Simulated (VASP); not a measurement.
A run of VASP 6.6.1:

File INCAR:

```
ALGO = Normal
EDIFF = 1E-6
ENCUT = 520
GGA = CA
ISIF = 2
ISMEAR = 0
LASPH = True
LCHARG = False
LREAL = False
LWAVE = False
NBANDS = 23
NELM = 60
PREC = Accurate
SIGMA = 0.05
```

File KPOINTS:

```
k-points
0
Gamma
  8 8 8
```

POSCAR

```
CsO
1.0
   -2.0529500000      3.0542500000      3.6645375000
    2.0529500000     -3.0542500000      3.6645375000
    2.0529500000      3.0542500000     -3.6645375000
Cs O
2 2
Direct
    0.2500000000      0.2500000000      0.0000000000
    0.7500000000      0.7500000000      0.0000000000
    0.6200000000      0.0000000000      0.6200000000
    0.3800000000      0.0000000000      0.3800000000
```

Potentials or basis: VASP PAW LDA potentials, release 64 (Cs_sv, O).

The run is started by

```bash
$ cat potpaw_LDA.64/Cs_sv/POTCAR potpaw_LDA.64/O/POTCAR > POTCAR
$ mpirun -np 1 vasp_std > vasp.out
```

Hardware: 1 thread of Intel Xeon 8259CL, on a shared host.

Problem. Estimate the wall time of this run.

Solution. Run time: 4.7 min on 1 thread of Intel Xeon 8259CL (shared host), peak memory 0.31 GiB. Counts: scf iterations 15, k points 95.
